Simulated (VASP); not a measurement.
Here is a VASP 6.6.1 calculation.

INCAR

```
ALGO = Normal ; EDIFF = 1E-7
ENCUT = 520 ; GGA = PS
ISIF = 2 ; ISMEAR = -1
LASPH = T ; LCHARG = T
LELF = T ; LREAL = F
LVHAR = T ; LWAVE = F
NBANDS = 16 ; NELM = 60
PREC = Accurate ; SIGMA = 0.1
```

Contents of KPOINTS:

```
k-points
0
Gamma
  12 12 4
```

File POSCAR:

```
MgO
1.0
    3.3513155049      0.0000000000      0.0000000000
   -1.6756572459      2.9023247966      0.0000000000
    0.0000000000      0.0000000000      5.0484537564
Mg O
2 2
Direct
    0.3333333333      0.6666666667      0.0021600000
    0.6666666667      0.3333333333      0.5021600000
    0.3333333333      0.6666666667      0.4024400000
    0.6666666667      0.3333333333      0.9024400000
```

Potentials or basis: VASP PAW PBE potentials, release 64 (Mg, O).

Launch:

```sh
$ cat potpaw_PBE.64/Mg/POTCAR potpaw_PBE.64/O/POTCAR > POTCAR
$ mpirun -np 1 vasp_std > vasp.out
```

Problem. What does it give for the band gap on the k mesh?

Solution. 3.14 eV, direct.

Problem. Estimate the pressure.

Solution. -4.4 GPa.

Problem. What does it give for the largest force?

Solution. 0.045 eV/Å.

Stress tensor (GPa, compression positive):
```
-4.67  0.00  0.00
 0.00 -4.67  0.00
 0.00  0.00 -3.92
```

Caveat: the PAW data sets were made with another functional, which shifts forces and pressure a little. A k mesh can miss the band edges.
